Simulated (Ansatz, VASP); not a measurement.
## Two plane-wave programs on ZnCd2O3

```xyz
6
Lattice="3.4834 0.0000 0.0000 -1.7417 3.0167 0.0000 0.0000 0.0000 8.7221" Properties=species:S:1:pos:R:3 pbc="T T T"
Zn    0.0000    0.0000    2.9183
Cd    0.0000    2.0112    0.1240
Cd    1.7417    1.0056    5.7573
O     1.7417    1.0056    7.9572
O     0.0000    0.0000    4.8817
O     0.0000    2.0112    2.3474
```

Alike in both runs: functional PBE; k mesh 12 × 12 × 6; occupations gaussian, width 0.1 eV; no spin polarisation.

Ansatz relaxed the structure, and its values are those at the end. VASP's run is a single point on that final structure, the one shown.

|  | VASP | Ansatz |
| --- | --- | --- |
| version | VASP 6.6.1 | Ansatz 0.2.0 |
| potentials or method | VASP PAW PBE potentials, release 64 (Zn, Cd, O), cutoff 520 eV | scalar-relativistic, plane waves, PAW |
| valence electrons in the cell | 54 | 70 |

```csv
,VASP,Ansatz,Ansatz less VASP
gap on the k mesh at the Fermi level (eV),none,none,-
pressure (GPa),1.1,0.0,-1.08
rms of the force components (eV/Å),0.016,0.003,-0.0131
```

A gap of «none» marks a metal or a gap that the smearing closes. VASP's potentials hold 54 valence electrons a cell and Ansatz's 70, so a difference there can come from the potentials and not from the codes.
